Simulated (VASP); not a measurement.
Write the native input for VASP 6.6.1 that does the following.

```yaml
Task: single point
Functional: PBE
Potentials_or_basis: VASP PAW PBE potentials, release 64 (Ta_pv, I)
Cutoff: 520 eV
k_mesh: 6 × 6 × 6
Occupations: gaussian, width 0.1 eV
Spin: no spin polarisation
Dipole_correction: no
Further_INCAR_settings: ALGO = Normal; EDIFF = 1e-06; NBANDS = 26
```

The structure of TaI lies in POSCAR:

```
TaI
1.0
    2.0445000000      1.1803926300      8.7044969900
   -2.0445000000      1.1803926300      8.7044969900
    0.0000000000     -2.3607852500      8.7044969900
Ta I
2 2
Direct
    0.0000000000      0.0000000000      0.0000000000
    0.5000000000      0.5000000000      0.5000000000
    0.6021694100      0.6021694100      0.6021694100
    0.3978305900      0.3978305900      0.3978305900
```

One way to write it, as run:

INCAR

```
SYSTEM = TaI
PREC = Accurate ; ENCUT = 520
EDIFF = 1E-6 ; ISMEAR = 0
SIGMA = 0.1 ; LREAL = .FALSE.
LASPH = .TRUE. ; NELM = 80
ALGO = Normal ; ISIF = 2
LWAVE = .FALSE. ; LCHARG = .FALSE.
GGA = PE ; NBANDS = 26
```

KPOINTS

```
regular mesh
0
G
  6 6 6
  0 0 0
```

Potentials or basis: VASP PAW PBE potentials, release 64 (Ta_pv, I).

Launch:

```sh
$ cat potpaw_PBE.64/Ta_pv/POTCAR potpaw_PBE.64/I/POTCAR > POTCAR
$ mpirun -np 1 vasp_std > vasp.out
```

It gave:

| Property | Result |
| --- | --- |
| Pressure | -6.2 GPa |
| Largest force | 0.423 eV/Å |
| Band gap on the k mesh | zero (bands 18 and 19 overlap by 0.41 eV) |

Caveat: the stress differs along the axes, from -11 to 4 GPa; spin-orbit coupling is left out, which moves the levels of the heavy elements.

Wall time 14 min on 1 thread of Oxide Virtual Turin-like Processor, with other jobs on the host, peak memory 0.65 GiB.
